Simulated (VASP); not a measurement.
# Li2S (Immm) in VASP: notebook

Li2S is run at these levels: PBE; tasks: single point.

All numbers are computed with VASP 6.6.1; they aren't measurements. Logs are shortened: lines on timing, memory, paths and dates and some standing lists are left out, and cuts for length are marked.

## (1) The cell of the first run

Symmetry: Immm, No. 71, orthorhombic system. The conventional cell has a = 4.011 Å, b = 4.061 Å, c = 5.708 Å, α = 90.00°, β = 90.00°, γ = 90.00°. Li (site symmetry mm2) has 4 S at 2.46 to 2.48 Å and 6 Li at 2.85 Å within 3.2 Å. S (site symmetry mmm) has 8 Li at 2.46 to 2.48 Å within 3.2 Å.

## (2) Single point, PBE (strain +0.0125 x Voigt [0, 0, 0, 0, 1, 0])

File INCAR:

```
  PREC = Accurate
  ENCUT = 750
  EDIFF = 1E-6
  ISMEAR = 0
  SIGMA = 0.05
  LREAL = F
  LASPH = T
  NELM = 120
  ALGO = Normal
  ISIF = 2
  LWAVE = F
  LCHARG = F
  GGA = PE
  NBANDS = 13
  GGA_COMPAT = F
```

File KPOINTS:

```
regular mesh
0
Gamma
  8 8 8
```

File POSCAR:

```
Li2S
1.0
    0.0178375000      2.8540000000      2.8540000000
    2.8718375000      0.0000000000      2.8718375000
    2.8540000000      2.8540000000      0.0178375000
Li S
2 1
Direct
    0.2500000000      0.2500000000      0.2500000000
    0.7500000000      0.7500000000      0.7500000000
    0.0000000000      0.0000000000      0.0000000000
```

Potentials or basis: VASP PAW PBE potentials, release 64 (Li_sv, S).

Launch:

```
$ cat potpaw_PBE.64/Li_sv/POTCAR potpaw_PBE.64/S/POTCAR > POTCAR
$ mpirun -np 1 vasp_std > vasp.out
```

OUTCAR:

```text
PREC = Accurate
   ENCUT = 750
   EDIFF = 1E-6
   ISMEAR = 0
   LREAL = F
   LASPH = T
   NELM = 120
   ISIF = 2
   GGA = PE

 ion  position               nearest neighbor table
   1  0.250  0.250  0.250-   3 2.46   3 2.46   3 2.48   3 2.48
   2  0.750  0.750  0.750-   3 2.46   3 2.46   3 2.48   3 2.48
   3  0.000  0.000  0.000-   2 2.46   2 2.46   1 2.46   1 2.46   2 2.48   2 2.48   1 2.48   1 2.48

  LATTYP: Found a body centered orthorhombic cell.
 ALAT       =     4.0109394726
 B/A-ratio  =     1.0125786164
 C/A-ratio  =     1.4231079873

  Lattice vectors:

 A1 = (   0.0178375000,  -2.8540000000,   2.8540000000)
 A2 = (  -0.0178375000,  -2.8540000000,  -2.8540000000)
 A3 = (   2.8540000000,   2.8540000000,   0.0178375000)

Analysis of symmetry for initial positions (statically):
=====================================================================
 Subroutine PRICEL returns:
 Original cell was already a primitive cell.

 Routine SETGRP: Setting up the symmetry group for a
 body centered orthorhombic supercell.

 Subroutine GETGRP returns: Found  8 space group operations
 (whereof  8 operations were pure point group operations)
 out of a pool of  8 trial point group operations.

The static configuration has the point symmetry D_2h.

Analysis of symmetry for dynamics (positions and initial velocities):
=====================================================================
 Subroutine PRICEL returns:
 Original cell was already a primitive cell.

 Routine SETGRP: Setting up the symmetry group for a
 body centered orthorhombic supercell.

 Subroutine GETGRP returns: Found  8 space group operations
 (whereof  8 operations were pure point group operations)
 out of a pool of  8 trial point group operations.

The dynamic configuration has the point symmetry D_2h.

 Subroutine INISYM returns: Found  8 space group operations
 (whereof  8 operations are pure point group operations),
 and found     1 'primitive' translations

----------------------------------------------------------------------------------------

                                     Primitive cell

  volume of cell :      46.4916

  direct lattice vectors                    reciprocal lattice vectors
     0.017837500  2.854000000  2.854000000    -0.176294553  0.175192712  0.176294553
     2.871837500  0.000000000  2.871837500     0.174104558 -0.175192712  0.174104558
     2.854000000  2.854000000  0.017837500     0.176294553  0.175192712 -0.176294553

  length of vectors
     4.036204922  4.061391541  4.036204922     0.304716303  0.302187493  0.304716303

  position of ions in fractional coordinates (direct lattice)
     0.250000000  0.250000000  0.250000000
     0.750000000  0.750000000  0.750000000
     0.000000000  0.000000000  0.000000000

  ion indices of the primitive-cell ions
   primitive index   ion index
                 1           1
                 2           2
                 3           3

----------------------------------------------------------------------------------------

 KPOINTS: regular mesh

Automatic generation of k-mesh.
 Grid dimensions read from file:
 generate k-points for:    8    8    8

 Generating k-lattice:

  Cartesian coordinates                     Fractional coordinates (reciprocal lattice)
    -0.022036819  0.021899089  0.022036819     0.125000000  0.000000000 -0.000000000
     0.021763070 -0.021899089  0.021763070    -0.000000000  0.125000000 -0.000000000
     0.022036819  0.021899089 -0.022036819     0.000000000  0.000000000  0.125000000

  Length of vectors
     0.038089538  0.037773437  0.038089538

  Shift w.r.t. Gamma in fractional coordinates (k-lattice)
     0.000000000  0.000000000  0.000000000

 Subroutine IBZKPT returns following result:
 ===========================================

 Found     95 irreducible k-points:

 Following reciprocal coordinates:
            Coordinates               Weight
  0.000000  0.000000  0.000000      1.000000
  0.125000  0.000000 -0.000000      4.000000
  0.250000  0.000000 -0.000000      4.000000
  0.375000  0.000000 -0.000000      4.000000
  0.500000  0.000000 -0.000000      2.000000
  0.000000  0.125000  0.000000      4.000000
[... 16 lines left out ...]
  0.125000  0.375000  0.000000      8.000000
  0.250000  0.375000  0.000000      8.000000
 [... further k-points ...]
   k-points           NKPTS =     95   k-points in BZ     NKDIM =     95   number of bands    NBANDS=     13
   number of dos      NEDOS =    301   number of ions     NIONS =      3
   total plane-waves  NPLWV =  46656
   dimension x,y,z NGX =    36 NGY =   36 NGZ =   36
   dimension x,y,z NGXF=    72 NGYF=   72 NGZF=   72
   ions per type =               2   1
   NGX,Y,Z   is equivalent  to a cutoff of  14.83, 14.74, 14.83 a.u.
   NGXF,Y,Z  is equivalent  to a cutoff of  29.66, 29.47, 29.66 a.u.
 SYSTEM =  unknown system
   PREC   = accura    normal or accurate (medium, high low for compatibility)
   ISTART =      0    job   : 0-new  1-cont  2-samecut
   ICHARG =      2    charge: 1-file 2-atom 10-const
   ISPIN  =      1    spin polarized calculation?
   LNONCOLLINEAR =      F non collinear calculations
   LSORBIT =      F    spin-orbit coupling
   LASPH  =      T    aspherical Exc in radial PAW
   ENCUT  =  750.0 eV  55.12 Ry    7.42 a.u.   9.01  9.07  9.01*2*pi/ulx,y,z
   NELM   =    120;   NELMIN=  2; NELMDL= -5     # of ELM steps
   EDIFF  = 0.1E-05   stopping-criterion for ELM
   LREAL  =      F    real-space projection
[... 7 lines left out ...]
   TEBEG  =    0.0;   TEEND  =   0.0 temperature during run
   PSTRESS=    0.0 pullay stress
   NELECT =      12.0000    total number of electrons
   NUPDOWN=      -1.0000    fix difference up-down
   EMIN   =  10.00;   EMAX   =-10.00  energy-range for DOS
   EFERMI =   0.00;   METHOD = LEGACY
   ISMEAR =     0;   SIGMA  =   0.05  broadening in eV -4-tet -1-fermi 0-gaus
   EFERMI_NEDOS =   21; number of points for ismear=-14 and -15
   IALGO  =     38    algorithm
   IMIX   =      4    mixing-type and parameters
     AMIX     =   0.40;   BMIX     =  1.00
     AMIX_MAG =   1.60;   BMIX_MAG =  1.00
  volume/ion in A,a.u.               =      15.50       104.58
  Fermi-wavevector in a.u.,A,eV,Ry     =   1.042342  1.969741 14.782417  1.086477
  Thomas-Fermi vector in A             =   2.177003
   LORBIT       =      0    0 simple, 1 ext, 2 COOP (PROOUT), +10 PAW based schemes
   GGA     = PE    functional components
   LHFCALC =     F    Hartree Fock is set to
   AEXX    =    0.0000 exact exchange contribution
   IVDW    =     0    specifies the selected vdW correction
   LEPSILON=     F    determine dielectric tensor
   LRPA    =     F    only Hartree local field effects (RPA)
 non-spin polarized calculation
 Gauss-broadening in eV      SIGMA  =   0.05
  energy-cutoff  :      750.00
  volume of cell :       46.49
 maximum number of plane-waves:      2185
   NGX = 17   NGY = 19   NGZ = 17

 number of electron      11.9999999 magnetization

 Free energy of the ion-electron system (eV)
  ---------------------------------------------------
  ext. energy  EPLUGINS =         0.00000000
  ---------------------------------------------------
  free energy    TOTEN  =       -11.99423588 eV

  energy without entropy =      -11.99423588  energy(sigma->0) =      -11.99423588

 E-fermi :   1.8199     XC(G=0):  -8.4880

 val. band max:        1.4470963066   @ k =   0.0000   0.0000   0.0000
 cond. band min:       4.8236539396   @ k =   0.5000   0.0000   0.5000
 fundamental gap:      3.3765576329
 Fermi energy:         1.8198604684

 k-point     1 :       0.0000    0.0000    0.0000
  band No.  band energies     occupation
      1     -42.7501      2.00000
      2     -42.7084      2.00000
      3      -9.5802      2.00000
      4       1.4153      2.00000
      5       1.4305      2.00000
      6       1.4471      2.00000
      7       5.6705      0.00000
      8       7.5898      0.00000
      9       7.6628      0.00000
     10       7.7287      0.00000
     11      12.5971      0.00000
     12      12.5987      0.00000
     13      13.8189      0.00000

 k-point     2 :       0.1250    0.0000   -0.0000
  band No.  band energies     occupation
      1     -42.7484      2.00000
      2     -42.7099      2.00000
      3      -9.5232      2.00000
      4       0.8494      2.00000
      5       1.3276      2.00000
      6       1.3452      2.00000
      7       6.0894      0.00000
      8       7.8294      0.00000
      9       7.9220      0.00000
     10       8.0573      0.00000
     11      11.6037      0.00000
     12      11.6334      0.00000
     13      13.9842      0.00000

 k-point     3 :       0.2500    0.0000   -0.0000
  band No.  band energies     occupation
      1     -42.7436      2.00000
      2     -42.7141      2.00000
      3      -9.3766      2.00000
      4      -0.2373      2.00000
      5       1.1384      2.00000
      6       1.1487      2.00000
      7       6.7539      0.00000
      8       8.1644      0.00000
      9       8.2444      0.00000
     10       8.8745      0.00000
     11      11.2088      0.00000
     12      11.2818      0.00000
     13      14.4079      0.00000
[... 305 lines left out ...]
 k-point    23 :       0.1250    0.3750    0.0000
  band No.  band energies     occupation
      1     -42.7384      2.00000
      2     -42.7188      2.00000
      3      -9.2412      2.00000
      4      -0.8062      2.00000
      5       0.7809      2.00000
      6       0.8683      2.00000
      7       7.0906      0.00000
      8       8.3540      0.00000
      9       8.6885      0.00000
     10       9.1381      0.00000
     11      11.3642      0.00000
     12      13.2152      0.00000
     13      15.0913      0.00000

 k-point    24 :       0.2500    0.3750    0.0000
  band No.  band energies     occupation
      1     -42.7387      2.00000
      2     -42.7184      2.00000
      3      -9.1955      2.00000
      4      -0.4669      2.00000
      5       0.4149      2.00000
      6       0.4386      2.00000
      7       6.0809      0.00000
      8       8.4923      0.00000
      9       9.6511      0.00000
     10       9.8602      0.00000
     11      11.5649      0.00000
     12      14.1354      0.00000
     13      15.9103      0.00000

 [... further k-points ...]

------------------------ aborting loop because EDIFF is reached ----------------------------------------

  FORCE on cell =-STRESS in cart. coord.  units (eV):
  Direction    XX          YY          ZZ          XY          YZ          ZX
  --------------------------------------------------------------------------------------
  -------------------------------------------------------------------------------------
  Total       -0.0488984     -0.0495161     -0.0488984      0.0000000      0.0000000     -0.1281856
  in kB       -1.6851188     -1.7064044     -1.6851188      0.0000000      0.0000000     -4.4174821
  external PRESSURE =      -1.6922140 kB  Pullay stress =       0.0000000 kB

 VOLUME and BASIS-vectors are now :
 -----------------------------------------------------------------------------
  energy-cutoff  :      750.00
  volume of cell :       46.49
      direct lattice vectors                 reciprocal lattice vectors
     0.017837500  2.854000000  2.854000000    -0.176294553  0.175192712  0.176294553
     2.871837500  0.000000000  2.871837500     0.174104558 -0.175192712  0.174104558
     2.854000000  2.854000000  0.017837500     0.176294553  0.175192712 -0.176294553

 POSITION                                       TOTAL-FORCE (eV/Angst)
 -----------------------------------------------------------------------------------
      1.43592      1.42700      1.43592        -0.000000     -0.013028     -0.000000
      4.30776      4.28100      4.30776         0.000000      0.013028      0.000000
      0.00000      0.00000      0.00000         0.000000      0.000000     -0.000000
 -----------------------------------------------------------------------------------
    total drift:                                0.000000      0.000000      0.000000

  FREE ENERGIE OF THE ION-ELECTRON SYSTEM (eV)
  ---------------------------------------------------
  free  energy   TOTEN  =       -11.9942358769 eV

  energy  without entropy=      -11.9942358769  energy(sigma->0) =      -11.99423588
```

Run time: 36 s. Hardware: 1 thread of Intel Xeon 6975P-C (Granite Rapids), shared host; peak memory 0.25 GiB.

What came out:

```yaml
Free_energy: -11.9942 eV
Pressure: -0.2 GPa
Largest_force: 0.013 eV/Å
Band_gap_on_the_k_mesh: 3.38 eV (least direct gap 4.22 eV)
```

Forces on the atoms (eV/Å):
```
Li   0.000 -0.013  0.000
Li   0.000  0.013  0.000
S    0.000  0.000  0.000
```

Caveat: the cell differs from its parent crystal (strain +0.0125 x Voigt [0, 0, 0, 0, 1, 0]). A k mesh can miss the band edges.

(Continued in part 2 of 2.)
